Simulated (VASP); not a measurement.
Al3Ga5N8: single point with PBEsol+D3(BJ)

Crystal: Al3Ga5N8.

```
Ga Al N
1.0
     6.31311    0.00000    0.00000
     0.00000    5.46731    0.00000
     0.00000    0.00000   10.21765
Ga Al N
10 6 16
Cartesian
  1.4916 0.9540 2.5936
  0.0908 3.6400 2.5851
  4.8682 0.8287 2.6762
  3.2177 3.4512 2.6026
  0.0481 1.9031 0.1085
  3.1033 1.6531 5.2156
  3.0781 1.7263 0.0022
  1.7149 4.3827 5.0967
  1.5182 4.5582 10.2156
  4.9133 4.5818 0.0827
  1.4624 0.8640 7.6028
  6.2366 3.5514 7.6837
  4.9138 1.0106 7.7176
  3.2588 3.6915 7.5909
  0.0019 1.7476 5.1917
  4.8060 4.5706 5.1531
  6.3018 1.8974 1.9879
  6.1868 1.7099 6.8108
  3.1440 1.7931 2.0331
  3.4108 1.9590 7.0855
  1.5875 4.4295 2.0028
  1.7024 4.6873 7.1118
  4.9652 4.5182 2.0028
  4.9032 4.6172 7.0809
  1.5706 0.9374 4.3890
  1.5154 0.9539 9.4690
  0.0290 3.6816 4.5226
  0.0603 3.7572 9.4265
  4.6595 1.0264 4.4170
  4.6706 0.6768 9.7175
  3.1494 3.6101 4.5604
  3.1546 3.6965 9.6045
```

```
Program                : VASP 6.6.1
Task                   : single point
Functional             : PBEsol
Dispersion             : D3(BJ)
Potentials or basis    : VASP PAW PBE potentials, release 64 (Ga_d, Al, N)
Cutoff                 : 520 eV
k mesh                 : 2 × 2 × 2, shifted
Occupations            : fermi-dirac, width 0.05 eV
Spin                   : no spin polarisation
Dipole correction      : no
Further INCAR settings : LREAL = Auto; ALGO = Normal; EDIFF = 1e-06; NBANDS = 136
```

The pressure is 3.8 GPa and the largest force is 8.223 eV/Å. The band gap on the k mesh is 3.66 eV, indirect (the least direct gap lies 0.4 meV higher). The dispersion energy per atom is -0.223 eV.

Forces in eV/Å, atoms in the order of the input:
```
Ga   1.850 -1.530 -1.457
Ga  -0.047 -0.626  2.317
Ga  -1.811  0.344 -2.884
Ga   0.377  3.774  0.459
Ga  -1.035 -0.611 -1.472
Ga   0.500  1.846 -0.433
Ga   1.330  1.497  0.264
Ga  -3.783  3.107  1.419
Ga   2.595  0.334  0.404
Ga  -2.023 -4.551  1.133
Al   1.486  2.120  0.572
Al   1.854  0.995 -2.577
Al  -4.142 -3.353  1.961
Al  -0.231  1.497  1.928
Al  -0.075  1.158 -7.513
Al  -0.439 -0.039 -0.323
N   -0.105 -1.330 -0.821
N    3.800  2.375  6.886
N    0.434 -3.091 -2.226
N   -2.143 -1.855  0.170
N    2.086  2.349 -1.546
N   -0.419 -3.615 -1.534
N   -3.179  0.452 -0.583
N   -1.595  0.385 -0.874
N   -1.221 -0.693  3.586
N   -0.789 -0.251  0.897
N   -0.361 -1.264  0.960
N   -0.766 -2.614  2.131
N    2.059 -2.021  3.535
N    0.653  7.562 -3.164
N    4.312 -1.246 -0.886
N    0.830 -1.106 -0.330
```

Stress tensor (GPa, compression positive):
```
 2.16 -2.63 -2.10
-2.63  2.69  0.97
-2.10  0.97  6.48
```

Levels at points of the mesh, in eV from the valence-band top:
| k point | band 111 | band 112 | band 113 | band 114 | band 115 | band 116 | band 117 | band 118 |
| --- | --- | --- | --- | --- | --- | --- | --- | --- |
| (0.25, 0.25, 0.25) | -0.58 | -0.43 | -0.17 | -0.03 | 3.83 | 3.96 | 4.35 | 4.62 |

Wall time 4.5 min on 1 thread of Intel(R) Xeon(R) 6975P-C (Granite Rapids), on a shared host, peak memory 0.45 GiB.

Caveat: the k points lie up to 0.57 Å⁻¹ apart; the PAW data sets were made with another functional, which shifts forces and pressure a little. Expect the measured gap to be larger: semilocal functionals such as PBEsol lack the derivative discontinuity.
